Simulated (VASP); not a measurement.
A run of VASP 6.6.1:

Contents of INCAR:

```
SYSTEM = Na2S
ALGO = Normal
EDIFF = 1E-6
ENCUT = 500
GGA = PS
GGA_COMPAT = .False.
ISIF = 2
ISMEAR = 0
LASPH = .True.
LCHARG = .False.
LREAL = .False.
LWAVE = .False.
NBANDS = 17
NELM = 120
PREC = Accurate
SIGMA = 0.01
```

KPOINTS

```
k-points
0
Gamma
  6 6 6
  0 0 0
```

The input POSCAR:

```
Na2S
1.0
    3.3392020904      3.3392020904      0.0000000000
   -3.3392020904      3.3392020904      0.0000000000
    0.0000000000      3.3392020904      3.3392020904
Na S
2 1
Direct
    0.2500000000      0.7500000000      0.5000000000
    0.7500000000      0.2500000000      0.5000000000
    0.0000000000      0.0000000000      0.0000000000
```

Potentials or basis: VASP PAW PBE potentials, release 64 (Na_pv, S).

Launch:

```bash
$ cat potpaw_PBE.64/Na_pv/POTCAR potpaw_PBE.64/S/POTCAR > POTCAR
$ mpirun -np 1 vasp_std > vasp.out
```

Hardware: 1 thread of AMD EPYC 7R13, with other jobs on the host.

Question: How long does it take, and how much memory?

Answer: It took 28 s on 1 thread of AMD EPYC 7R13, with other jobs on the host, peak memory 0.17 GiB. Counts: scf iterations 14, k points 16.
